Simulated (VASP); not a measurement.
# GaN (P6_3mc) in VASP: notebook

Runs on GaN. Level: PBEsol. Tasks: single point, relaxation of cell and atoms.

All numbers are computed with VASP 6.6.1; they aren't measurements. Logs are shortened: lines on timing, memory, paths and dates and some standing lists are left out, and cuts for length are marked.

## Step 1: The cell of the first run

The structure is hexagonal, space group P6_3mc (No. 186). The conventional cell has a = 3.183 Å, b = 3.183 Å, c = 5.185 Å, α = 90.00°, β = 90.00°, γ = 120.00°. Ga (site symmetry 3m) has 4 N at 1.95 Å within 2.6 Å. N (site symmetry 3m) has 4 Ga at 1.95 Å within 2.6 Å.

## Step 2: Single point, PBEsol

File INCAR:

```
SYSTEM = GaN
PREC = Accurate
ENCUT = 520
EDIFF = 1E-6
ISMEAR = -1
SIGMA = 0.08
LREAL = .FALSE.
LASPH = .TRUE.
NELM = 60
ALGO = Normal
ISIF = 2
LWAVE = .FALSE.
LCHARG = .TRUE.
GGA = PS
LELF = .TRUE.
LVHAR = .TRUE.
NBANDS = 26
```

File KPOINTS:

```
Automatic mesh
0
G
  14 14 8
  0 0 0
```

File POSCAR:

```
GaN
1.0
    3.1825816183      0.0000000000      0.0000000000
   -1.5912908091      2.7561965310      0.0000000000
    0.0000000000      0.0000000000      5.1854278130
Ga N
2 2
Direct
    0.3333333333      0.6666666667     -0.0008065079
    0.6666666667      0.3333333333      0.4991934921
    0.3333333333      0.6666666667      0.3758065079
    0.6666666667      0.3333333333      0.8758065079
```

Potentials or basis: VASP PAW PBE potentials, release 64 (Ga_d, N).

Launch:

```
$ cat potpaw_PBE.64/Ga_d/POTCAR potpaw_PBE.64/N/POTCAR > POTCAR
$ mpirun -np 1 vasp_std > vasp.out
```

OUTCAR:

```text
SYSTEM = GaN
   PREC = Accurate
   ENCUT = 520
   EDIFF = 1E-6
   ISMEAR = -1
   LREAL = .FALSE.
   LASPH = .TRUE.
   NELM = 60
   ISIF = 2
   GGA = PS

 ion  position               nearest neighbor table
   1  0.333  0.667  0.999-   4 1.95   4 1.95   4 1.95   3 1.95
   2  0.667  0.333  0.499-   3 1.95   3 1.95   3 1.95   4 1.95
   3  0.333  0.667  0.376-   2 1.95   2 1.95   2 1.95   1 1.95
   4  0.667  0.333  0.876-   1 1.95   1 1.95   1 1.95   2 1.95

  LATTYP: Found a hexagonal cell.
 ALAT       =     3.1825816183
 C/A-ratio  =     1.6293149509

  Lattice vectors:

 A1 = (   3.1825816183,   0.0000000000,   0.0000000000)
 A2 = (  -1.5912908091,   2.7561965310,   0.0000000000)
 A3 = (   0.0000000000,   0.0000000000,   5.1854278130)

Analysis of symmetry for initial positions (statically):
=====================================================================
 Subroutine PRICEL returns:
 Original cell was already a primitive cell.

 Routine SETGRP: Setting up the symmetry group for a
 hexagonal supercell.

 Subroutine GETGRP returns: Found 12 space group operations
 (whereof  6 operations were pure point group operations)
 out of a pool of 24 trial point group operations.

The static configuration has the point symmetry C_3v.
 The point group associated with its full space group is C_6v.

Analysis of symmetry for dynamics (positions and initial velocities):
=====================================================================
 Subroutine PRICEL returns:
 Original cell was already a primitive cell.

 Routine SETGRP: Setting up the symmetry group for a
 hexagonal supercell.

 Subroutine GETGRP returns: Found 12 space group operations
 (whereof  6 operations were pure point group operations)
 out of a pool of 24 trial point group operations.

The dynamic configuration has the point symmetry C_3v.
 The point group associated with its full space group is C_6v.

 Subroutine INISYM returns: Found 12 space group operations
 (whereof  6 operations are pure point group operations),
 and found     1 'primitive' translations

----------------------------------------------------------------------------------------

                                     Primitive cell

  volume of cell :      45.4856

  direct lattice vectors                    reciprocal lattice vectors
     3.182581618  0.000000000  0.000000000     0.314210324  0.181409415  0.000000000
    -1.591290809  2.756196531  0.000000000     0.000000000  0.362818830  0.000000000
     0.000000000  0.000000000  5.185427813     0.000000000  0.000000000  0.192848119

  length of vectors
     3.182581618  3.182581618  5.185427813     0.362818830  0.362818830  0.192848119

  position of ions in fractional coordinates (direct lattice)
     0.333333333  0.666666667  0.999193492
     0.666666667  0.333333333  0.499193492
     0.333333333  0.666666667  0.375806508
     0.666666667  0.333333333  0.875806508

  ion indices of the primitive-cell ions
   primitive index   ion index
                 1           1
                 2           2
                 3           3
                 4           4

----------------------------------------------------------------------------------------

 KPOINTS: Automatic mesh

Automatic generation of k-mesh.
 Grid dimensions read from file:
 generate k-points for:   14   14    8

 Generating k-lattice:

  Cartesian coordinates                     Fractional coordinates (reciprocal lattice)
     0.022443595  0.012957815  0.000000000     0.071428571  0.000000000  0.000000000
     0.000000000  0.025915631  0.000000000     0.000000000  0.071428571  0.000000000
     0.000000000  0.000000000  0.024106015     0.000000000  0.000000000  0.125000000

  Length of vectors
     0.025915631  0.025915631  0.024106015

  Shift w.r.t. Gamma in fractional coordinates (k-lattice)
     0.000000000  0.000000000  0.000000000

 Subroutine IBZKPT returns following result:
 ===========================================

 Found    120 irreducible k-points:

 Following reciprocal coordinates:
            Coordinates               Weight
  0.000000  0.000000  0.000000      1.000000
  0.071429 -0.000000  0.000000      6.000000
  0.142857 -0.000000  0.000000      6.000000
  0.214286 -0.000000  0.000000      6.000000
  0.285714 -0.000000  0.000000      6.000000
  0.357143  0.000000  0.000000      6.000000
[... 16 lines left out ...]
  0.285714  0.285714  0.000000      6.000000
  0.357143  0.285714  0.000000      6.000000
 [... further k-points ...]
   k-points           NKPTS =    120   k-points in BZ     NKDIM =    120   number of bands    NBANDS=     26
   number of dos      NEDOS =    301   number of ions     NIONS =      4
   total plane-waves  NPLWV =  23040
   dimension x,y,z NGX =    24 NGY =   24 NGZ =   40
   dimension x,y,z NGXF=    48 NGYF=   48 NGZF=   80
   ions per type =               2   2
   NGX,Y,Z   is equivalent  to a cutoff of  12.54, 12.54, 12.82 a.u.
   NGXF,Y,Z  is equivalent  to a cutoff of  25.07, 25.07, 25.65 a.u.
 SYSTEM =  GaN
   PREC   = accura    normal or accurate (medium, high low for compatibility)
   ISTART =      0    job   : 0-new  1-cont  2-samecut
   ICHARG =      2    charge: 1-file 2-atom 10-const
   ISPIN  =      1    spin polarized calculation?
   LNONCOLLINEAR =      F non collinear calculations
   LSORBIT =      F    spin-orbit coupling
   LASPH  =      T    aspherical Exc in radial PAW
   ENCUT  =  520.0 eV  38.22 Ry    6.18 a.u.   5.92  5.92  9.64*2*pi/ulx,y,z
   NELM   =     60;   NELMIN=  2; NELMDL= -5     # of ELM steps
   EDIFF  = 0.1E-05   stopping-criterion for ELM
   LREAL  =      F    real-space projection
   EDIFFG = 0.1E-04   stopping-criterion for IOM
   NSW    =      0    number of steps for IOM
   IBRION =     -1    ionic relax: 0-MD 1-quasi-New 2-CG
   NFREE  =      0    steps in history (QN), initial steepest desc. (CG)
   ISIF   =      2    stress and relaxation
   ISYM   =      2    0-nonsym 1-usesym 2-fastsym
   POTIM  = 0.5000    time-step for ionic-motion
   TEBEG  =    0.0;   TEEND  =   0.0 temperature during run
   PSTRESS=    0.0 pullay stress
   NELECT =      36.0000    total number of electrons
   NUPDOWN=      -1.0000    fix difference up-down
   EMIN   =  10.00;   EMAX   =-10.00  energy-range for DOS
   EFERMI =   0.00;   METHOD = LEGACY
   ISMEAR =    -1;   SIGMA  =   0.08  broadening in eV -4-tet -1-fermi 0-gaus
   EFERMI_NEDOS =   21; number of points for ismear=-14 and -15
   IALGO  =     38    algorithm
   IMIX   =      4    mixing-type and parameters
     AMIX     =   0.40;   BMIX     =  1.00
     AMIX_MAG =   1.60;   BMIX_MAG =  1.00
  volume/ion in A,a.u.               =      11.37        76.74
  Fermi-wavevector in a.u.,A,eV,Ry     =   1.514320  2.861649 31.200390  2.293164
  Thomas-Fermi vector in A             =   2.623993
   LORBIT       =      0    0 simple, 1 ext, 2 COOP (PROOUT), +10 PAW based schemes
   GGA     = PS    functional components
   LHFCALC =     F    Hartree Fock is set to
   AEXX    =    0.0000 exact exchange contribution
   IVDW    =     0    specifies the selected vdW correction
   LEPSILON=     F    determine dielectric tensor
   LRPA    =     F    only Hartree local field effects (RPA)
 non-spin polarized calculation
  energy-cutoff  :      520.00
  volume of cell :       45.49
 maximum number of plane-waves:      1244
 NGX is ok and might be reduce to    24
   NGX = 11   NGY = 11   NGZ = 19

 number of electron      35.9999993 magnetization

 Free energy of the ion-electron system (eV)
  ---------------------------------------------------
  ext. energy  EPLUGINS =         0.00000000
  ---------------------------------------------------
  free energy    TOTEN  =       -26.26864604 eV

  energy without entropy =      -26.26864594  energy(sigma->0) =      -26.26864599

 E-fermi :   6.3048     XC(G=0): -11.9285

 val. band max:        5.2367120525   @ k =   0.0000   0.0000   0.0000
 cond. band min:       7.1301969706   @ k =   0.0000   0.0000   0.0000
 fundamental gap:      1.8934849181
 Fermi energy:         6.3047783425

 k-point     1 :       0.0000    0.0000    0.0000
  band No.  band energies     occupation
      1     -10.7808      2.00000
      2      -9.8121      2.00000
      3      -8.1695      2.00000
      4      -8.1537      2.00000
      5      -8.1537      2.00000
      6      -8.0909      2.00000
[... 18 lines left out ...]
     25      16.8894      0.00000
     26      16.8894      0.00000

 k-point     2 :       0.0714   -0.0000    0.0000
  band No.  band energies     occupation
      1     -10.7285      2.00000
      2      -9.7980      2.00000
      3      -8.1654      2.00000
      4      -8.1460      2.00000
      5      -8.1374      2.00000
      6      -8.0854      2.00000
[... 18 lines left out ...]
     25      16.6052      0.00000
     26      17.0065      0.00000

 k-point     3 :       0.1429   -0.0000    0.0000
  band No.  band energies     occupation
      1     -10.5815      2.00000
      2      -9.7617      2.00000
      3      -8.1468      2.00000
      4      -8.1260      2.00000
      5      -8.0936      2.00000
      6      -8.0628      2.00000
[... 18 lines left out ...]
     25      16.4670      0.00000
     26      17.2945      0.00000

 k-point     4 :       0.2143   -0.0000    0.0000
  band No.  band energies     occupation
      1     -10.3712      2.00000
      2      -9.7168      2.00000
      3      -8.1229      2.00000
      4      -8.1026      2.00000
      5      -8.0471      2.00000
      6      -8.0091      2.00000
[... 18 lines left out ...]
     25      16.6056      0.00000
     26      17.6642      0.00000
[... 496 lines left out ...]
      1      -9.7497      2.00000
      2      -9.6441      2.00000
      3      -8.1426      2.00000
      4      -8.0112      2.00000
      5      -7.9343      2.00000
      6      -7.9298      2.00000
[... 18 lines left out ...]
     25      17.3210      0.00000
     26      18.2413      0.00000

 k-point    23 :       0.2857    0.2857    0.0000
  band No.  band energies     occupation
      1      -9.7358      2.00000
      2      -9.6487      2.00000
      3      -8.1496      2.00000
      4      -7.9791      2.00000
      5      -7.9366      2.00000
      6      -7.9327      2.00000
[... 18 lines left out ...]
     25      16.8530      0.00000
     26      18.4653      0.00000

 k-point    24 :       0.3571    0.2857    0.0000
  band No.  band energies     occupation
      1      -9.7010      2.00000
      2      -9.6611      2.00000
      3      -8.1549      2.00000
      4      -7.9651      2.00000
      5      -7.9277      2.00000
      6      -7.9242      2.00000
[... 18 lines left out ...]
     25      17.6060      0.00000
     26      17.8293      0.00000

 [... further k-points ...]
[... 5 lines left out ...]
  --------------------------------------------------------------------------------------
  -------------------------------------------------------------------------------------
  Total       -0.0423261     -0.0423261     -0.0310254     -0.0000000      0.0000000      0.0000000
  in kB       -1.4908857     -1.4908857     -1.0928333     -0.0000000      0.0000000      0.0000000
  external PRESSURE =      -1.3582015 kB  Pullay stress =       0.0000000 kB

 VOLUME and BASIS-vectors are now :
 -----------------------------------------------------------------------------
  energy-cutoff  :      520.00
  volume of cell :       45.49
      direct lattice vectors                 reciprocal lattice vectors
     3.182581618  0.000000000  0.000000000     0.314210324  0.181409415  0.000000000
    -1.591290809  2.756196531  0.000000000     0.000000000  0.362818830  0.000000000
     0.000000000  0.000000000  5.185427813     0.000000000  0.000000000  0.192848119

 POSITION                                       TOTAL-FORCE (eV/Angst)
 -----------------------------------------------------------------------------------
     -0.00000      1.83746      5.18125         0.000000     -0.000000     -0.000291
      1.59129      0.91873      2.58853         0.000000      0.000000     -0.000291
     -0.00000      1.83746      1.94872         0.000000     -0.000000      0.000291
      1.59129      0.91873      4.54143        -0.000000      0.000000      0.000291
 -----------------------------------------------------------------------------------
    total drift:                               -0.000001     -0.000001     -0.000626

  FREE ENERGIE OF THE ION-ELECTRON SYSTEM (eV)
  ---------------------------------------------------
  free  energy   TOTEN  =       -26.2686460372 eV

  energy  without entropy=      -26.2686459422  energy(sigma->0) =      -26.26864599
```

Wall time 1.9 min (1 thread of Oxide Virtual Turin-like, shared host); peak memory 0.21 GiB.

What came out:

* Free energy: -26.2686 eV
* Pressure: -0.1 GPa
* Band gap on the k mesh: 1.89 eV, direct

Caveat: the PAW data sets were made with another functional, which shifts forces and pressure a little.

## Step 3: Relaxation of cell and atoms, PBEsol

This run uses another cell than the first one, of 11.31 Å³/atom, 0.995 times its volume.

File INCAR:

```
SYSTEM = GaN
  PREC = Accurate
  ENCUT = 600
  EDIFF = 1E-7
  ISMEAR = -1
  SIGMA = 0.08
  LREAL = .False.
  LASPH = .True.
  NELM = 80
  ALGO = Normal
  ISIF = 3
  LWAVE = .False.
  LCHARG = .False.
  GGA = PS
  IBRION = 2
  NSW = 100
  EDIFFG = -0.002
```

File KPOINTS:

```
Automatic mesh
0
Gamma
  14 14 8
  0 0 0
```

File POSCAR:

```
GaN
1.0
    3.1800000000      0.0000000000      0.0000000000
   -1.5900000000      2.7539607840      0.0000000000
    0.0000000000      0.0000000000      5.1660000000
Ga N
2 2
Direct
    0.3333333333      0.6666666667      0.0000000000
    0.6666666667      0.3333333333      0.5000000000
    0.3333333333      0.6666666667      0.3750000000
    0.6666666667      0.3333333333      0.8750000000
```

Potentials or basis: VASP PAW PBE potentials, release 64 (Ga_d, N).

Launch:

```
$ cat potpaw_PBE.64/Ga_d/POTCAR potpaw_PBE.64/N/POTCAR > POTCAR
$ mpirun -np 1 vasp_std > vasp.out
```

Wall time 13 min (1 thread of Oxide Virtual Turin-like, shared host); peak memory 0.25 GiB.

The run converged. Its results:

- Free energy: -26.2719 eV
- Relaxed volume: 11.35 Å³/atom
- Relaxed cell: a = 3.180 Å, b = 3.180 Å, c = 5.183 Å, α = 90.00°, β = 90.00°, γ = 120.00°
- Space group after relaxing (to 0.05 Å): P6_3mc (No. 186)
- Energy gained by relaxing: 0.5 meV/atom
- Ionic steps: 8
- Pressure after relaxing: 0.0 GPa
- Band gap on the k mesh: 1.91 eV, direct

Step by step:
```csv
step,energy change (eV),largest force (eV/Å),pressure (GPa),volume (Å³)
1,0.0000,0.1311,0.65,45.24
2,-0.0005,0.0881,-0.53,45.54
3,-0.0020,0.0089,-0.07,45.40
4,-0.0020,0.0113,0.01,45.40
5,-0.0020,0.0066,-0.01,45.40
6,-0.0020,0.0032,-0.01,45.40
7,-0.0020,0.0026,0.01,45.39
8,-0.0020,0.0003,-0.02,45.40
```

Final structure:
```
Ga N
1.0
     3.18033    0.00000    0.00000
    -1.59016    2.75424    0.00000
     0.00000    0.00000    5.18254
Ga N
2 2
Direct
  0.33333 0.66667 0.99921
  0.66667 0.33333 0.49921
  0.33333 0.66667 0.37579
  0.66667 0.33333 0.87579
```

Levels at points of the mesh, in eV from the valence-band top:
```csv
k point,band 15,band 16,band 17,band 18,band 19,band 20,band 21,band 22
"(0.00, 0.00, 0.00)",-1.05,-0.05,0.00,0.00,1.91,4.23,9.13,9.83
"(0.50, 0.00, 0.00)",-4.28,-2.79,-2.26,-1.02,4.95,5.53,5.95,8.59
"(0.00, 0.00, 0.50)",-0.54,-0.54,-0.54,-0.54,4.23,4.23,8.39,8.39
"(0.50, 0.00, 0.50)",-1.98,-1.98,-1.93,-1.93,4.31,4.31,7.72,7.72
```

Caveat: the PAW data sets were made with another functional, which shifts forces and pressure a little. A k mesh can miss the band edges.
